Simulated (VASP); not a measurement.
# C (P1) in VASP: relaxation of cell and atoms with PBE

Aim: the relaxation of cell and atoms of C with PBE.

Everything below comes from runs of VASP 6.6.1. Logs are shortened: lines on timing, memory, paths and dates and some standing lists are left out, and cuts for length are marked.

**1. The cell of the first run**

The typed cell holds 6 atoms: a = 2.569 Å, b = 3.823 Å, c = 5.462 Å, α = 73.09°, β = 86.33°, γ = 76.99°.

**2. Relaxation of cell and atoms, PBE**

The input, INCAR:

```
PREC = Accurate
ENCUT = 600
EDIFF = 1E-6
ISMEAR = 0
SIGMA = 0.1
LREAL = F
LASPH = T
NELM = 60
ALGO = Fast
ISIF = 3
LWAVE = F
LCHARG = F
GGA = PE
IBRION = 2
NSW = 100
EDIFFG = -0.01
```

The input, KPOINTS:

```
regular mesh
0
Gamma
  14 10 8
```

The input, POSCAR:

```
C
1.0
    2.5692036545      0.0000000000      0.0000000000
    0.8605875209      3.7251453195      0.0000000000
    0.3496596887      1.5501859856      5.2256645416
C
6
Direct
    0.2891017699      0.7858511757      0.2185054635
    0.6259038468      0.3610809717      0.6910451725
    0.1884870908      0.1564080617      0.1026329324
    0.6195186023      0.4720692797      0.4081695141
    0.1632393642      0.4227234740      0.2603549925
    0.1137493262      0.3018670373      0.8192919250
```

Potentials or basis: VASP PAW PBE potentials, release 64 (C).

On the command line:

```sh
$ cat potpaw_PBE.64/C/POTCAR > POTCAR
$ mpirun -np 1 vasp_std > vasp.out
```

OUTCAR:

```text
PREC = Accurate
   ENCUT = 600
   EDIFF = 1E-6
   ISMEAR = 0
   LREAL = F
   LASPH = T
   NELM = 60
   ISIF = 3
   GGA = PE
   IBRION = 2
   NSW = 100
   EDIFFG = -0.01

 ion  position               nearest neighbor table
   1  0.289  0.786  0.219-   3 1.34   5 1.45   4 1.47
   2  0.626  0.361  0.691-   6 1.42   4 1.48   6 1.48
   3  0.188  0.156  0.103-   1 1.34   6 1.49   5 1.50
   4  0.620  0.472  0.408-   1 1.47   2 1.48   5 1.54   5 1.57
   5  0.163  0.423  0.260-   1 1.45   3 1.50   4 1.54   4 1.57
   6  0.114  0.302  0.819-   2 1.42   2 1.48   3 1.49

  LATTYP: Found a triclinic cell.
 ALAT       =     7.9970623071
 B/A-ratio  =     0.3212684303
 C/A-ratio  =     1.3093843983
 COS(alpha) =     0.0154010718
 COS(beta)  =     0.6793132022
 COS(gamma) =     0.7064263006

  Lattice vectors:

 A1 = (   5.6493351412,   2.1749593339,  -5.2256645416)
 A2 = (   2.5692036545,   0.0000000000,   0.0000000000)
 A3 = (   0.1612681435,   0.6247733483, -10.4513290832)

Analysis of symmetry for initial positions (statically):
=====================================================================
 Subroutine PRICEL returns:
 Original cell was already a primitive cell.

 Routine SETGRP: Setting up the symmetry group for a
 triclinic supercell.

 Subroutine GETGRP returns: Found  1 space group operations
 (whereof  1 operations were pure point group operations)
 out of a pool of  2 trial point group operations.

The static configuration has the point symmetry C_1 .

Analysis of symmetry for dynamics (positions and initial velocities):
=====================================================================
 Subroutine PRICEL returns:
 Original cell was already a primitive cell.

 Routine SETGRP: Setting up the symmetry group for a
 triclinic supercell.

 Subroutine GETGRP returns: Found  1 space group operations
 (whereof  1 operations were pure point group operations)
 out of a pool of  2 trial point group operations.

The dynamic configuration has the point symmetry C_1 .

 Subroutine INISYM returns: Found  1 space group operations
 (whereof  1 operations are pure point group operations),
 and found     1 'primitive' translations

----------------------------------------------------------------------------------------

                                     Primitive cell

  volume of cell :      50.0130

  direct lattice vectors                    reciprocal lattice vectors
     2.569203654  0.000000000  0.000000000     0.389225665 -0.089919378  0.000630587
     0.860587521  3.725145320  0.000000000     0.000000000  0.268445903 -0.079634097
     0.349659689  1.550185986  5.225664542     0.000000000  0.000000000  0.191363221

  length of vectors
     2.569203654  3.823260197  5.461950969     0.399477797  0.280008558  0.191363221

  position of ions in fractional coordinates (direct lattice)
     0.289101770  0.785851176  0.218505464
     0.625903847  0.361080972  0.691045172
     0.188487091  0.156408062  0.102632932
     0.619518602  0.472069280  0.408169514
     0.163239364  0.422723474  0.260354992
     0.113749326  0.301867037  0.819291925

  ion indices of the primitive-cell ions
   primitive index   ion index
                 1           1
                 2           2
                 3           3
                 4           4
                 5           5
                 6           6

----------------------------------------------------------------------------------------

 KPOINTS: regular mesh

Automatic generation of k-mesh.
 Grid dimensions read from file:
 generate k-points for:   14   10    8

 Generating k-lattice:

  Cartesian coordinates                     Fractional coordinates (reciprocal lattice)
     0.027801833 -0.006422813  0.000045042     0.071428571 -0.000000000 -0.000000000
     0.000000000  0.026844590 -0.007963410     0.000000000  0.100000000 -0.000000000
     0.000000000  0.000000000  0.023920403     0.000000000  0.000000000  0.125000000

  Length of vectors
     0.028534128  0.028000856  0.023920403

  Shift w.r.t. Gamma in fractional coordinates (k-lattice)
     0.000000000  0.000000000  0.000000000

 Subroutine IBZKPT returns following result:
 ===========================================

 Found    564 irreducible k-points:

 Following reciprocal coordinates:
            Coordinates               Weight
  0.000000  0.000000  0.000000      1.000000
  0.071429 -0.000000 -0.000000      2.000000
  0.142857  0.000000  0.000000      2.000000
  0.214286  0.000000  0.000000      2.000000
  0.285714 -0.000000 -0.000000      2.000000
  0.357143  0.000000  0.000000      2.000000
[... 16 lines left out ...]
  0.000000  0.200000  0.000000      2.000000
  0.071429  0.200000  0.000000      2.000000
 [... further k-points ...]
   k-points           NKPTS =    564   k-points in BZ     NKDIM =    564   number of bands    NBANDS=     16
   number of dos      NEDOS =    301   number of ions     NIONS =      6
   total plane-waves  NPLWV =  36864
   dimension x,y,z NGX =    24 NGY =   32 NGZ =   48
   dimension x,y,z NGXF=    48 NGYF=   64 NGZF=   96
   ions per type =               6
   NGX,Y,Z   is equivalent  to a cutoff of  15.53, 13.91, 14.61 a.u.
   NGXF,Y,Z  is equivalent  to a cutoff of  31.06, 27.83, 29.22 a.u.
 SYSTEM =  unknown system
   PREC   = accura    normal or accurate (medium, high low for compatibility)
   ISTART =      0    job   : 0-new  1-cont  2-samecut
   ICHARG =      2    charge: 1-file 2-atom 10-const
   ISPIN  =      1    spin polarized calculation?
   LNONCOLLINEAR =      F non collinear calculations
   LSORBIT =      F    spin-orbit coupling
   LASPH  =      T    aspherical Exc in radial PAW
   ENCUT  =  600.0 eV  44.10 Ry    6.64 a.u.   5.13  7.64 10.91*2*pi/ulx,y,z
   NELM   =     60;   NELMIN=  2; NELMDL= -5     # of ELM steps
   EDIFF  = 0.1E-05   stopping-criterion for ELM
   LREAL  =      F    real-space projection
   EDIFFG = -.1E-01   stopping-criterion for IOM
   NSW    =    100    number of steps for IOM
   IBRION =      2    ionic relax: 0-MD 1-quasi-New 2-CG
   NFREE  =      1    steps in history (QN), initial steepest desc. (CG)
   ISIF   =      3    stress and relaxation
   ISYM   =      2    0-nonsym 1-usesym 2-fastsym
   POTIM  = 0.5000    time-step for ionic-motion
   TEBEG  =    0.0;   TEEND  =   0.0 temperature during run
   PSTRESS=    0.0 pullay stress
   NELECT =      24.0000    total number of electrons
   NUPDOWN=      -1.0000    fix difference up-down
   EMIN   =  10.00;   EMAX   =-10.00  energy-range for DOS
   EFERMI =   0.00;   METHOD = LEGACY
   ISMEAR =     0;   SIGMA  =   0.10  broadening in eV -4-tet -1-fermi 0-gaus
   EFERMI_NEDOS =   21; number of points for ismear=-14 and -15
   IALGO  =     68    algorithm
   IMIX   =      4    mixing-type and parameters
     AMIX     =   0.40;   BMIX     =  1.00
     AMIX_MAG =   1.60;   BMIX_MAG =  1.00
  volume/ion in A,a.u.               =       8.34        56.25
  Fermi-wavevector in a.u.,A,eV,Ry     =   1.281693  2.422049 22.350807  1.642738
  Thomas-Fermi vector in A             =   2.414048
   LORBIT       =      0    0 simple, 1 ext, 2 COOP (PROOUT), +10 PAW based schemes
   GGA     = PE    functional components
   LHFCALC =     F    Hartree Fock is set to
   AEXX    =    0.0000 exact exchange contribution
   IVDW    =     0    specifies the selected vdW correction
   LEPSILON=     F    determine dielectric tensor
   LRPA    =     F    only Hartree local field effects (RPA)
 conjugate gradient relaxation of ions
 non-spin polarized calculation
 RMM-DIIS sequential band-by-band and
 Gauss-broadening in eV      SIGMA  =   0.10
  energy-cutoff  :      600.00
  volume of cell :       50.01
 maximum number of plane-waves:      1690
 NGX is ok and might be reduce to    24
   NGX = 11   NGY = 15   NGZ = 21

--------------------------------------- Ionic step        1  -------------------------------------------

 number of electron      24.0000000 magnetization

 Free energy of the ion-electron system (eV)
  ---------------------------------------------------
  ext. energy  EPLUGINS =         0.00000000
  ---------------------------------------------------
  free energy    TOTEN  =       -50.71345423 eV

  energy without entropy =      -50.71303385  energy(sigma->0) =      -50.71324404

------------------------ aborting loop because EDIFF is reached ----------------------------------------

  FORCE on cell =-STRESS in cart. coord.  units (eV):
  Direction    XX          YY          ZZ          XY          YZ          ZX
  --------------------------------------------------------------------------------------
  -------------------------------------------------------------------------------------
  Total       -0.0610344      0.0003014      0.0268624      0.0337961     -0.0678488      0.0502959
  in kB       -1.9552481      0.0096542      0.8605416      1.0826655     -2.1735478      1.6112381
  external PRESSURE =      -0.3616841 kB  Pullay stress =       0.0000000 kB
[... 305 lines left out ...]
  energy  without entropy=      -50.7132622631  energy(sigma->0) =      -50.71350407

--------------------------------------- Ionic step        9  -------------------------------------------

 number of electron      24.0000000 magnetization

 Free energy of the ion-electron system (eV)
  ---------------------------------------------------
  ext. energy  EPLUGINS =         0.00000000
  ---------------------------------------------------
  free energy    TOTEN  =       -50.71374594 eV

  energy without entropy =      -50.71326177  energy(sigma->0) =      -50.71350386

 E-fermi :   5.1221     XC(G=0): -10.6730

 val. band max:        5.1163625852   @ k =   0.5000   0.5000   0.0000
 cond. band min:       5.1560545351   @ k =   0.5000  -0.0000   0.5000
 fundamental gap:      0.0396919499
 Fermi energy:         5.1221023608

 k-point     1 :       0.0000    0.0000    0.0000
  band No.  band energies     occupation
      1     -15.2608      2.00000
      2     -11.6656      2.00000
      3      -9.9829      2.00000
      4      -5.5942      2.00000
      5      -5.4495      2.00000
      6      -1.0837      2.00000
[... 8 lines left out ...]
     15       9.7979      0.00000
     16      11.8335      0.00000
[... 420 lines left out ...]
  band No.  band energies     occupation
      1     -15.0324      2.00000
      2     -11.7661      2.00000
      3      -9.8962      2.00000
      4      -6.6066      2.00000
      5      -4.2860      2.00000
      6      -1.5271      2.00000
[... 8 lines left out ...]
     15      10.7441      0.00000
     16      12.1905      0.00000

 [... further k-points ...]
[... 5 lines left out ...]
  --------------------------------------------------------------------------------------
  -------------------------------------------------------------------------------------
  Total        0.0146588     -0.0067050     -0.0062045      0.0032051     -0.0055450     -0.0021403
  in kB        0.4697956     -0.2148870     -0.1988464      0.1027197     -0.1777104     -0.0685930
  external PRESSURE =       0.0186874 kB  Pullay stress =       0.0000000 kB
[... 21 lines left out ...]
  FREE ENERGIE OF THE ION-ELECTRON SYSTEM (eV)
  ---------------------------------------------------
  free  energy   TOTEN  =       -50.7137459438 eV

  energy  without entropy=      -50.7132617747  energy(sigma->0) =      -50.71350386

 reached required accuracy - stopping structural energy minimisation
```

Wall time 43 min (1 thread of Oxide Virtual Turin-like, shared host); peak memory 0.47 GiB.

What came out:

```yaml
Free_energy: -50.7137 eV
Relaxed_volume: 8.33 Å³/atom
Relaxed_cell: a = 2.568 Å, b = 3.824 Å, c = 5.461 Å, α = 73.14°, β = 86.29°, γ = 76.97°
Space_group_after_relaxing_to_0.1_Å: P1 (No. 1)
Energy_gained_by_relaxing: 0.0 meV/atom
Ionic_steps: 9
Pressure_after_relaxing: 0.0 GPa
Largest_force_after_relaxing: 0.010 eV/Å
Band_gap_on_the_k_mesh: zero (bands 12 and 13 overlap by 0.04 eV)
```

Forces on the atoms (eV/Å):
```
C    0.000 -0.001  0.004
C   -0.006  0.001 -0.004
C   -0.001 -0.004 -0.003
C    0.004  0.006 -0.005
C    0.004  0.006  0.002
C    0.000 -0.007  0.007
```

The path:
```tsv
step	energy change (eV)	largest force (eV/Å)	pressure (GPa)	volume (Å³)
1	0.0000	0.0917	-0.04	50.01
2	0.0004	0.1624	-0.11	50.00
3	-0.0002	0.0347	-0.07	50.01
4	-0.0001	0.1224	0.04	49.98
5	-0.0003	0.0232	-0.03	50.00
6	-0.0003	0.0232	0.06	49.98
7	-0.0003	0.0137	0.03	49.99
8	-0.0003	0.0103	0.00	49.99
9	-0.0003	0.0096	0.00	49.99
```

Final structure:
```yaml
crystal:
  lattice:
    - [2.56791, 0.00062, 0.00082]
    - [0.86105, 3.72535, -0.00188]
    - [0.35152, 1.54725, 5.22533]
  atoms:
    - { symbol: C, position: [0.28939, 0.78608, 0.21846] }
    - { symbol: C, position: [0.62505, 0.36085, 0.69117] }
    - { symbol: C, position: [0.18890, 0.15639, 0.10270] }
    - { symbol: C, position: [0.61932, 0.47206, 0.40807] }
    - { symbol: C, position: [0.16314, 0.42273, 0.26027] }
    - { symbol: C, position: [0.11421, 0.30189, 0.81932] }
```

Caveat: this functional lacks dispersion, which binds layers or chains, so the pressure and a relaxed spacing across them are unreliable.

The gap in the log of VASP goes by the Fermi energy; the results here count the filled bands.